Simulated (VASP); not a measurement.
**SrAl3O2: relaxation of cell and atoms with PBE**

SrAl3O2:

```
Sr Al O
1.0
     4.30603    0.00000    0.00000
    -2.15301    3.72913    0.00000
     0.00000    0.00000    6.91332
Sr Al O
1 3 2
Cartesian
  0.0000 0.0000 0.0000
  2.1530 1.2430 2.4722
  0.0000 2.4861 4.4412
  0.0000 0.0000 3.4567
  2.1530 1.2430 5.1409
  0.0000 2.4861 1.7724
```

The cell was built from a structure type or drawn by symmetry, and may not be a known phase.

| Item | Value |
| --- | --- |
| Program | VASP 6.6.1 |
| Task | relaxation of cell and atoms |
| Functional | PBE |
| Potentials or basis | VASP PAW PBE potentials, release 64 (Sr_sv, Al, O) |
| Cutoff | 600 eV |
| k mesh | 6 × 6 × 4 |
| Occupations | gaussian, width 0.1 eV |
| Spin | no spin polarisation |
| Dipole correction | no |
| Further INCAR settings | ALGO = Normal; EDIFF = 1e-07; IBRION = 2; EDIFFG = -0.04; NSW = 90; ISIF = 3 |

```
Relaxed volume                        : 13.92 Å³/atom
Relaxed cell                          : a = 3.115 Å, b = 3.115 Å, c = 9.943 Å, α = 90.00°, β = 90.00°, γ = 120.00°
Space group after relaxing (to 0.1 Å) : P-3m1 (No. 164)
Energy gained by relaxing             : 765.3 meV/atom
Ionic steps                           : 36
Pressure after relaxing               : 0.1 GPa
Largest force after relaxing          : 0.019 eV/Å
Band gap on the k mesh                : zero (an odd number of electrons rules out a gap without spin polarisation)
```

Forces on the atoms (eV/Å):
```
Sr   0.000  0.000  0.000
Al   0.000  0.000  0.019
Al   0.000  0.000 -0.019
Al   0.000  0.000  0.000
O    0.000  0.000 -0.002
O    0.000  0.000  0.002
```

Step by step:
| step | energy change (eV) | largest force (eV/Å) | pressure (GPa) | volume (Å³) |
| --- | --- | --- | --- | --- |
| 1 | 0.0000 | 1.2022 | -2.91 | 111.01 |
| 2 | -0.2297 | 1.3622 | -0.34 | 105.69 |
| 3 | -0.4952 | 1.9396 | 6.56 | 95.33 |
| 4 | 1.0532 | 2.3850 | 39.04 | 76.52 |
| 5 | -0.4835 | 2.0037 | 7.96 | 93.87 |
| 6 | -0.5744 | 1.9615 | 8.29 | 93.37 |
| 7 | -0.8103 | 1.6234 | 9.59 | 91.87 |
| 8 | -0.9747 | 1.2453 | 13.83 | 88.83 |
| 9 | -1.2551 | 1.2646 | 10.13 | 91.71 |
| 10 | -1.5842 | 1.4537 | 3.09 | 99.10 |
| 11 | -1.5993 | 1.4959 | 1.71 | 101.02 |
| 12 | -1.6984 | 1.3333 | 0.73 | 101.77 |
| 13 | -1.8772 | 0.8085 | -1.57 | 103.79 |
| 14 | -2.0417 | 0.6679 | -5.11 | 107.90 |
| 15 | -2.1392 | 0.6082 | -4.96 | 107.29 |
| 16 | -2.4211 | 0.7801 | -4.63 | 105.44 |
| 17 | -2.8827 | 1.1271 | -3.24 | 101.58 |
| 18 | -3.0333 | 1.2461 | 0.40 | 93.32 |
| 19 | -3.0672 | 1.1175 | -0.60 | 95.33 |
| 20 | -3.3982 | 1.0750 | -1.37 | 93.86 |
| 21 | -4.2034 | 1.3389 | -2.29 | 88.42 |
| 22 | -1.9623 | 1.7239 | 13.79 | 73.82 |
| 23 | -4.2629 | 1.4181 | -2.16 | 87.03 |
| 24 | -4.2696 | 1.4478 | -2.09 | 86.54 |
| 25 | -4.4724 | 0.8805 | 0.24 | 83.66 |
| 26 | -4.5252 | 0.3277 | 2.91 | 81.12 |
| 27 | -4.5264 | 0.3925 | 2.51 | 81.46 |
| 28 | -4.5640 | 0.2942 | -1.15 | 84.09 |
| 29 | -4.5642 | 0.2924 | -0.90 | 83.90 |
| 30 | -4.5872 | 0.1372 | -0.14 | 83.94 |
| 31 | -4.5875 | 0.1143 | -0.03 | 83.94 |
| 32 | -4.5876 | 0.1099 | -0.02 | 83.94 |
| 33 | -4.5895 | 0.0751 | -0.07 | 83.92 |
| 34 | -4.5909 | 0.0775 | -0.20 | 83.86 |
| 35 | -4.5911 | 0.0528 | -0.17 | 83.88 |
| 36 | -4.5917 | 0.0187 | 0.09 | 83.54 |

Final structure:
```cif
data_structure
_symmetry_space_group_name_H-M 'P 1'
_symmetry_Int_Tables_number 1
_cell_length_a 3.1146
_cell_length_b 3.1146
_cell_length_c 9.9433
_cell_angle_alpha 90.000
_cell_angle_beta 90.000
_cell_angle_gamma 120.000
_cell_volume 83.54
loop_
_atom_site_label
_atom_site_type_symbol
_atom_site_fract_x
_atom_site_fract_y
_atom_site_fract_z
_atom_site_occupancy
Sr1 Sr 0.00000 0.00000 0.00000 1
Al1 Al 0.66667 0.33333 0.29467 1
Al2 Al 0.33333 0.66667 0.70533 1
Al3 Al 0.00000 0.00000 0.50000 1
O1 O 0.66667 0.33333 0.80703 1
O2 O 0.33333 0.66667 0.19297 1
```

Levels at points of the mesh, in eV from the Fermi level:
| k point | band 13 | band 14 | band 15 | band 16 | band 17 | band 18 | band 19 |
| --- | --- | --- | --- | --- | --- | --- | --- |
| (0.00, 0.00, 0.00) | -5.33 | -3.80 | -1.57 | -0.15 | 1.30 | 3.20 | 3.20 |
| (0.50, 0.00, 0.00) | -4.67 | -4.14 | -1.72 | -1.22 | -0.76 | 2.57 | 3.18 |
| (0.00, 0.00, 0.50) | -5.33 | -4.55 | -0.54 | -0.33 | 0.52 | 3.20 | 3.93 |
| (0.50, 0.00, 0.50) | -4.51 | -4.35 | -2.08 | -0.89 | -0.55 | 2.50 | 2.60 |

It took 12 min on 1 thread of Intel(R) Xeon(R) 6975P-C (Granite Rapids), with other jobs on the host, peak memory 0.33 GiB.

Caveat: the volume moved by over 15 % at a fixed basis, so the end points are rough; an odd number of electrons without spin polarisation forces a metal; a magnetic or distorted state may lie lower.
